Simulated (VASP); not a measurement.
Wanted: the native input for a VASP 6.6.1 run.

* Task: single point
* Functional: PBE
* Potentials or basis: VASP PAW PBE potentials, release 64 (Ag, Cl)
* Cutoff: 500 eV
* k mesh: 6 × 6 × 6
* Occupations: fermi-dirac, width 0.02 eV
* Spin: non-collinear spin, zero start, spin-orbit coupling
* Starting moments: [[0.0, 0.0, 0.0], [0.0, 0.0, 0.0]] μB
* Dipole correction: no
* Further INCAR settings: ALGO = Normal; EDIFF = 1e-06; NBANDS = 30

The structure of AgCl lies in POSCAR:

```
AgCl
1.0
    0.0000000000      2.7731838126      2.7731838126
    2.7731838126      0.0000000000      2.7731838126
    2.7731838126      2.7731838126      0.0000000000
Ag Cl
1 1
Direct
    0.0000000000      0.0000000000      0.0000000000
    0.5000000000      0.5000000000      0.5000000000
```

One way to write it, as run:

INCAR

```
SYSTEM = AgCl
PREC = Accurate ; ENCUT = 500
EDIFF = 1E-6 ; ISMEAR = -1
SIGMA = 0.02 ; LREAL = .FALSE.
LASPH = .TRUE. ; NELM = 200
ALGO = Normal ; ISIF = 2
LWAVE = .FALSE. ; LCHARG = .FALSE.
LNONCOLLINEAR = .TRUE. ; MAGMOM = 0 0 0 0 0 0
LORBIT = 11 ; LSORBIT = .TRUE.
GGA_COMPAT = .FALSE. ; LORBMOM = .TRUE.
LMAXMIX = 4 ; GGA = PE
NBANDS = 30
```

KPOINTS

```
Automatic mesh
0
G
  6 6 6
  0 0 0
```

Potentials or basis: VASP PAW PBE potentials, release 64 (Ag, Cl).

Launch:

```bash
$ cat potpaw_PBE.64/Ag/POTCAR potpaw_PBE.64/Cl/POTCAR > POTCAR
$ mpirun -np 1 vasp_ncl > vasp.out
```

Results of the run:

```
Pressure                                              : 1.5 GPa
Net moment                                            : 0.00 μB per cell
Valence electrons inside the program's atomic spheres : Ag 9.71; Cl 5.08
```

Run time: 74 s on 1 thread of Intel(R) Xeon(R) Platinum 8259CL CPU @ 2.50GHz (Skylake/Cascade Lake), with other jobs on the host, peak memory 0.28 GiB.
